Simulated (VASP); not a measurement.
# Ta (I4/mmm) in VASP: further runs

The runs below take Ta through single point, with LDA.

Everything below comes from runs of VASP 6.6.1. Logs are shortened: lines on timing, memory, paths and dates and some standing lists are left out, and cuts for length are marked.

**1. The cell of the first run**

It takes space group I4/mmm (No. 139, tetragonal). The conventional cell has a = 3.402 Å, b = 3.402 Å, c = 3.303 Å, α = 90.00°, β = 90.00°, γ = 90.00°. Ta (site symmetry 4/mmm) has 14 Ta at 2.92 to 3.40 Å within 3.8 Å.

**2. Single point, LDA (strain +0.0300 x Voigt [1, 1, 0, 0, 0, 0])**

INCAR

```
PREC = Accurate ; ENCUT = 520
EDIFF = 1E-6 ; ISMEAR = 1
SIGMA = 0.02 ; LREAL = F
LASPH = T ; NELM = 100
ALGO = Fast ; ISIF = 2
LWAVE = F ; LCHARG = F
NBANDS = 12
```

KPOINTS

```
Automatic mesh
0
Gamma
  20 20 20
```

POSCAR

```
Ta
1.0
   -1.7008184000      1.7008184000      1.6512800000
    1.7008184000     -1.7008184000      1.6512800000
    1.7008184000      1.7008184000     -1.6512800000
Ta
1
Direct
    0.0000000000      0.0000000000      0.0000000000
```

Potentials or basis: VASP PAW LDA potentials, release 64 (Ta_pv).

Started as:

```sh
$ cat potpaw_LDA.64/Ta_pv/POTCAR > POTCAR
$ mpirun -np 1 vasp_std > vasp.out
```

OUTCAR:

```text
PREC = Accurate
   ENCUT = 520
   EDIFF = 1E-6
   ISMEAR = 1
   LREAL = F
   LASPH = T
   NELM = 100
   ISIF = 2

 ion  position               nearest neighbor table
   1  0.000  0.000  0.000-

  LATTYP: Found a body centered tetragonal cell.
 ALAT       =     3.4016368000
 C/A-ratio  =     0.9708737864

  Lattice vectors:

 A1 = (  -1.7008184000,   1.7008184000,   1.6512800000)
 A2 = (   1.7008184000,  -1.7008184000,   1.6512800000)
 A3 = (   1.7008184000,   1.7008184000,  -1.6512800000)

Analysis of symmetry for initial positions (statically):
=====================================================================
 Subroutine PRICEL returns:
 Original cell was already a primitive cell.

 Routine SETGRP: Setting up the symmetry group for a
 body centered tetragonal supercell.

 Subroutine GETGRP returns: Found 16 space group operations
 (whereof 16 operations were pure point group operations)
 out of a pool of 16 trial point group operations.

The static configuration has the point symmetry D_4h.

Analysis of symmetry for dynamics (positions and initial velocities):
=====================================================================
 Subroutine PRICEL returns:
 Original cell was already a primitive cell.

 Routine SETGRP: Setting up the symmetry group for a
 body centered tetragonal supercell.

 Subroutine GETGRP returns: Found 16 space group operations
 (whereof 16 operations were pure point group operations)
 out of a pool of 16 trial point group operations.

The dynamic configuration has the point symmetry D_4h.

 Subroutine INISYM returns: Found 16 space group operations
 (whereof 16 operations are pure point group operations),
 and found     1 'primitive' translations

----------------------------------------------------------------------------------------

                                     Primitive cell

  volume of cell :      19.1072

  direct lattice vectors                    reciprocal lattice vectors
    -1.700818400  1.700818400  1.651280000     0.000000000  0.293976123  0.302795407
     1.700818400 -1.700818400  1.651280000     0.293976123  0.000000000  0.302795407
     1.700818400  1.700818400 -1.651280000     0.293976123  0.293976123  0.000000000

  length of vectors
     2.917583263  2.917583263  2.917583263     0.422027274  0.422027274  0.415745021

  position of ions in fractional coordinates (direct lattice)
     0.000000000  0.000000000  0.000000000

  ion indices of the primitive-cell ions
   primitive index   ion index
                 1           1

----------------------------------------------------------------------------------------

[... 76 lines left out ...]
   ISYM   =      2    0-nonsym 1-usesym 2-fastsym
   POTIM  = 0.5000    time-step for ionic-motion
   TEBEG  =    0.0;   TEEND  =   0.0 temperature during run
   PSTRESS=    0.0 pullay stress
   NELECT =      11.0000    total number of electrons
   NUPDOWN=      -1.0000    fix difference up-down
   EMIN   =  10.00;   EMAX   =-10.00  energy-range for DOS
   EFERMI =   0.00;   METHOD = LEGACY
   ISMEAR =     1;   SIGMA  =   0.02  broadening in eV -4-tet -1-fermi 0-gaus
   EFERMI_NEDOS =   21; number of points for ismear=-14 and -15
   IALGO  =     68    algorithm
   IMIX   =      4    mixing-type and parameters
     AMIX     =   0.40;   BMIX     =  1.00
     AMIX_MAG =   1.60;   BMIX_MAG =  1.00
  volume/ion in A,a.u.               =      19.11       128.94
  Fermi-wavevector in a.u.,A,eV,Ry     =   1.361884  2.573588 25.235115  1.854729
  Thomas-Fermi vector in A             =   2.488422
   LORBIT       =      0    0 simple, 1 ext, 2 COOP (PROOUT), +10 PAW based schemes
   GGA     = CA    functional components
   LHFCALC =     F    Hartree Fock is set to
   AEXX    =    0.0000 exact exchange contribution
   IVDW    =     0    specifies the selected vdW correction
   LEPSILON=     F    determine dielectric tensor
   LRPA    =     F    only Hartree local field effects (RPA)
 non-spin polarized calculation
 RMM-DIIS sequential band-by-band and
 Methfessel and Paxton  Order N= 1 SIGMA  =   0.02
  energy-cutoff  :      520.00
  volume of cell :       19.11
 maximum number of plane-waves:       531
 NGX is ok and might be reduce to    24
   NGX = 11   NGY = 11   NGZ = 11

 number of electron      10.9999999 magnetization

 Free energy of the ion-electron system (eV)
  ---------------------------------------------------
  ext. energy  EPLUGINS =         0.00000000
  ---------------------------------------------------
  free energy    TOTEN  =       -12.71338552 eV

  energy without entropy =      -12.71340423  energy(sigma->0) =      -12.71339176

 E-fermi :   4.9133     XC(G=0): -12.4996

 val. band max:        4.9099933414   @ k =  -0.2000   0.3500   0.1000
 cond. band min:       4.9135990905   @ k =  -0.2500   0.4500   0.1500
 fundamental gap:      0.0036057491
 Fermi energy:         4.9133412639

 k-point     1 :       0.0000    0.0000    0.0000
  band No.  band energies     occupation
      1     -28.2166      2.00000
      2     -28.2166      2.00000
      3     -28.2091      2.00000
      4      -2.6947      2.00000
      5       5.3579      0.00000
      6       5.7083      0.00000
      7       5.7083      0.00000
      8       8.3849      0.00000
      9       8.8619      0.00000
     10      19.5617      0.00000
     11      19.5617      0.00000
     12      20.0834      0.00000
[... 331 lines left out ...]
 k-point    24 :      -0.3500    0.0500    0.0000
  band No.  band energies     occupation
      1     -28.9396      2.00000
      2     -28.4606      2.00000
      3     -28.2314      2.00000
      4       0.4277      2.00000
      5       3.8828      2.00000
      6       4.8128      2.00000
      7       8.4218      0.00000
      8       9.0379      0.00000
      9       9.5796      0.00000
     10      18.1500      0.00000
     11      18.4109      0.00000
     12      19.3421      0.00000

 [... further k-points ...]
[... 5 lines left out ...]
  --------------------------------------------------------------------------------------
  -------------------------------------------------------------------------------------
  Total       -2.2597038     -2.2597038     -1.9172754      0.0000000     -0.0000000      0.0000000
  in kB     -189.4809273   -189.4809273   -160.7675800      0.0000000     -0.0000000      0.0000000
  external PRESSURE =    -179.9098115 kB  Pullay stress =       0.0000000 kB

 VOLUME and BASIS-vectors are now :
 -----------------------------------------------------------------------------
  energy-cutoff  :      520.00
  volume of cell :       19.11
      direct lattice vectors                 reciprocal lattice vectors
    -1.700818400  1.700818400  1.651280000     0.000000000  0.293976123  0.302795407
     1.700818400 -1.700818400  1.651280000     0.293976123  0.000000000  0.302795407
     1.700818400  1.700818400 -1.651280000     0.293976123  0.293976123  0.000000000

 POSITION                                       TOTAL-FORCE (eV/Angst)
 -----------------------------------------------------------------------------------
      0.00000      0.00000      0.00000         0.000000     -0.000000      0.000000
 -----------------------------------------------------------------------------------
    total drift:                                0.000000      0.000000      0.000000

  FREE ENERGIE OF THE ION-ELECTRON SYSTEM (eV)
  ---------------------------------------------------
  free  energy   TOTEN  =       -12.7133855223 eV

  energy  without entropy=      -12.7134042285  energy(sigma->0) =      -12.71339176
```

Wall time 79 s (1 thread of Intel Xeon Platinum 8375C at 2.90GHz (Ice Lake), shared host); peak memory 0.25 GiB.

Results:

* Free energy: -12.7134 eV
* Pressure: -18.0 GPa

Levels at points of the mesh, in eV from the Fermi level:
```tsv
k point	band 3	band 4	band 5	band 6	band 7	band 8	band 9	band 10
(0.00, 0.00, 0.00)	-33.12	-7.61	0.44	0.79	0.79	3.47	3.95	14.65
(0.50, 0.00, 0.00)	-33.14	-4.10	-1.53	1.57	3.65	4.66	7.20	10.81
(0.50, 0.50, 0.00)	-33.12	-4.13	-1.17	1.36	3.26	4.35	7.13	10.64
(0.50, 0.50, 0.50)	-33.78	-3.51	-3.44	6.27	6.27	6.39	7.99	7.99
```

Caveat: the cell differs from its parent crystal (strain +0.0300 x Voigt [1, 1, 0, 0, 0, 0]); spin-orbit coupling is left out, which moves the levels of the heavy elements.

**3. Single point, LDA (strain +0.0450 x Voigt [1, 1, 0, 0, 0, 0])**

INCAR

```
SYSTEM = Ta
  PREC = Accurate
  ENCUT = 520
  EDIFF = 1E-6
  ISMEAR = 1
  SIGMA = 0.02
  LREAL = .FALSE.
  LASPH = .TRUE.
  NELM = 60
  ALGO = Fast
  ISIF = 2
  LWAVE = .FALSE.
  LCHARG = .FALSE.
  GGA = CA
  NBANDS = 12
```

KPOINTS

```
Automatic mesh
0
G
  20 20 20
  0 0 0
```

POSCAR

```
Ta
1.0
   -1.7255876000      1.7255876000      1.6512800000
    1.7255876000     -1.7255876000      1.6512800000
    1.7255876000      1.7255876000     -1.6512800000
Ta
1
Direct
    0.0000000000      0.0000000000      0.0000000000
```

Potentials or basis: VASP PAW LDA potentials, release 64 (Ta_pv).

Started as:

```sh
$ cat potpaw_LDA.64/Ta_pv/POTCAR > POTCAR
$ mpirun -np 1 vasp_std > vasp.out
```

OUTCAR:

```text
SYSTEM = Ta
   PREC = Accurate
   ENCUT = 520
   EDIFF = 1E-6
   ISMEAR = 1
   LREAL = .FALSE.
   LASPH = .TRUE.
   NELM = 60
   ISIF = 2
   GGA = CA

 ion  position               nearest neighbor table
   1  0.000  0.000  0.000-

  LATTYP: Found a body centered tetragonal cell.
 ALAT       =     3.4511752000
 C/A-ratio  =     0.9569377990

  Lattice vectors:

 A1 = (  -1.7255876000,   1.7255876000,   1.6512800000)
 A2 = (   1.7255876000,  -1.7255876000,   1.6512800000)
 A3 = (   1.7255876000,   1.7255876000,  -1.6512800000)

Analysis of symmetry for initial positions (statically):
=====================================================================
 Subroutine PRICEL returns:
 Original cell was already a primitive cell.

 Routine SETGRP: Setting up the symmetry group for a
 body centered tetragonal supercell.

 Subroutine GETGRP returns: Found 16 space group operations
 (whereof 16 operations were pure point group operations)
 out of a pool of 16 trial point group operations.

The static configuration has the point symmetry D_4h.

Analysis of symmetry for dynamics (positions and initial velocities):
=====================================================================
 Subroutine PRICEL returns:
 Original cell was already a primitive cell.

 Routine SETGRP: Setting up the symmetry group for a
 body centered tetragonal supercell.

 Subroutine GETGRP returns: Found 16 space group operations
 (whereof 16 operations were pure point group operations)
 out of a pool of 16 trial point group operations.

The dynamic configuration has the point symmetry D_4h.

 Subroutine INISYM returns: Found 16 space group operations
 (whereof 16 operations are pure point group operations),
 and found     1 'primitive' translations

----------------------------------------------------------------------------------------

                                     Primitive cell
[... 111 lines left out ...]
  Fermi-wavevector in a.u.,A,eV,Ry     =   1.348820  2.548901 24.753306  1.819317
  Thomas-Fermi vector in A             =   2.476458
   LORBIT       =      0    0 simple, 1 ext, 2 COOP (PROOUT), +10 PAW based schemes
   GGA     = CA    functional components
   LHFCALC =     F    Hartree Fock is set to
   AEXX    =    0.0000 exact exchange contribution
   IVDW    =     0    specifies the selected vdW correction
   LEPSILON=     F    determine dielectric tensor
   LRPA    =     F    only Hartree local field effects (RPA)
 non-spin polarized calculation
 RMM-DIIS sequential band-by-band and
 Methfessel and Paxton  Order N= 1 SIGMA  =   0.02
  energy-cutoff  :      520.00
  volume of cell :       19.67
 maximum number of plane-waves:       550
 NGX is ok and might be reduce to    24
   NGX = 11   NGY = 11   NGZ = 11

 number of electron      11.0000000 magnetization

 Free energy of the ion-electron system (eV)
  ---------------------------------------------------
  ext. energy  EPLUGINS =         0.00000000
  ---------------------------------------------------
  free energy    TOTEN  =       -12.63953041 eV

  energy without entropy =      -12.63947419  energy(sigma->0) =      -12.63951167

 E-fermi :   4.6950     XC(G=0): -12.3561

 val. band max:        4.6946275127   @ k =  -0.1500  -0.2000   0.1000
 cond. band min:       4.6952626703   @ k =  -0.2000   0.3500   0.1000
 fundamental gap:      0.0006351576
 Fermi energy:         4.6950111574

 k-point     1 :       0.0000    0.0000    0.0000
  band No.  band energies     occupation
      1     -28.5555      2.00000
      2     -28.5555      2.00000
      3     -28.5438      2.00000
      4      -2.8080      2.00000
      5       5.0305     -0.00000
      6       5.5380      0.00000
      7       5.5380      0.00000
      8       7.9395      0.00000
      9       8.6237      0.00000
     10      19.1310      0.00000
     11      19.1310      0.00000
     12      19.8986      0.00000
[... 331 lines left out ...]
 k-point    24 :      -0.3500    0.0500    0.0000
  band No.  band energies     occupation
      1     -29.2070      2.00000
      2     -28.7795      2.00000
      3     -28.5694      2.00000
      4       0.2764      2.00000
      5       3.6739      2.00000
      6       4.5929      2.00000
      7       8.1518      0.00000
      8       8.6613      0.00000
      9       9.1933      0.00000
     10      17.5891      0.00000
     11      18.0755      0.00000
     12      18.9265      0.00000

 [... further k-points ...]
[... 5 lines left out ...]
  --------------------------------------------------------------------------------------
  -------------------------------------------------------------------------------------
  Total       -2.8316895     -2.8316895     -2.3819157      0.0000000     -0.0000000      0.0000000
  in kB     -230.6755011   -230.6755011   -194.0359640      0.0000000     -0.0000000      0.0000000
  external PRESSURE =    -218.4623221 kB  Pullay stress =       0.0000000 kB

 VOLUME and BASIS-vectors are now :
 -----------------------------------------------------------------------------
  energy-cutoff  :      520.00
  volume of cell :       19.67
      direct lattice vectors                 reciprocal lattice vectors
    -1.725587600  1.725587600  1.651280000     0.000000000  0.289756371  0.302795407
     1.725587600 -1.725587600  1.651280000     0.289756371  0.000000000  0.302795407
     1.725587600  1.725587600 -1.651280000     0.289756371  0.289756371  0.000000000

 POSITION                                       TOTAL-FORCE (eV/Angst)
 -----------------------------------------------------------------------------------
      0.00000      0.00000      0.00000        -0.000000      0.000000     -0.000000
 -----------------------------------------------------------------------------------
    total drift:                                0.000000      0.000000      0.000000

  FREE ENERGIE OF THE ION-ELECTRON SYSTEM (eV)
  ---------------------------------------------------
  free  energy   TOTEN  =       -12.6395304103 eV

  energy  without entropy=      -12.6394741936  energy(sigma->0) =      -12.63951167
```

OSZICAR:

```text
N       E                     dE             d eps       ncg     rms          rms(c)
DAV:   1     0.597670090018E+02    0.59767E+02   -0.60493E+03 15424   0.860E+02
DAV:   2    -0.121502475415E+02   -0.71917E+02   -0.70170E+02 17344   0.240E+02
DAV:   3    -0.132143658783E+02   -0.10641E+01   -0.10522E+01 18272   0.275E+01
DAV:   4    -0.132175886556E+02   -0.32228E-02   -0.32225E-02 17256   0.169E+00
DAV:   5    -0.132176013030E+02   -0.12647E-04   -0.12647E-04 18236   0.100E-01    0.115E+01
RMM:   6    -0.127627110491E+02    0.45489E+00   -0.33316E-01 16444   0.448E+00    0.524E+00
RMM:   7    -0.126407602183E+02    0.12195E+00   -0.29424E-01 17214   0.402E+00    0.382E-01
RMM:   8    -0.126395709551E+02    0.11893E-02   -0.11456E-02 18453   0.946E-01    0.263E-01
RMM:   9    -0.126395379832E+02    0.32972E-04   -0.16365E-03 19217   0.327E-01    0.580E-02
RMM:  10    -0.126395283235E+02    0.96597E-05   -0.21755E-04 19481   0.121E-01    0.159E-02
RMM:  11    -0.126395299894E+02   -0.16659E-05   -0.38591E-05 19861   0.459E-02    0.240E-03
RMM:  12    -0.126395304103E+02   -0.42084E-06   -0.39039E-06 16261   0.966E-03
   1 F= -.12639530E+02 E0= -.12639512E+02  d E =-.562167E-04
```

stdout:

```text
POSCAR found type information on POSCAR Ta
 POSCAR found :  1 types and       1 ions
 scaLAPACK will be used
 LDA part: xc-table for (Slater(with rela. corr.)+CA(PZ))
 , standard interpolation
 POSCAR, INCAR and KPOINTS ok, starting setup
 FFT: planning ... GRIDC
 FFT: planning ... GRID_SOFT
 FFT: planning ... GRID
 WAVECAR not read
 entering main loop
WARNING in EDDRMM: call to ZHEGV failed, returncode =   6  3     12
```

Wall time 83 s (1 thread of Intel Xeon Platinum 8375C at 2.90GHz (Ice Lake), shared host); peak memory 0.25 GiB.

What came out:

```
Free energy : -12.6395 eV
Pressure    : -21.8 GPa
```

Caveat: the cell differs from its parent crystal (strain +0.0450 x Voigt [1, 1, 0, 0, 0, 0]); spin-orbit coupling is left out, which moves the levels of the heavy elements.
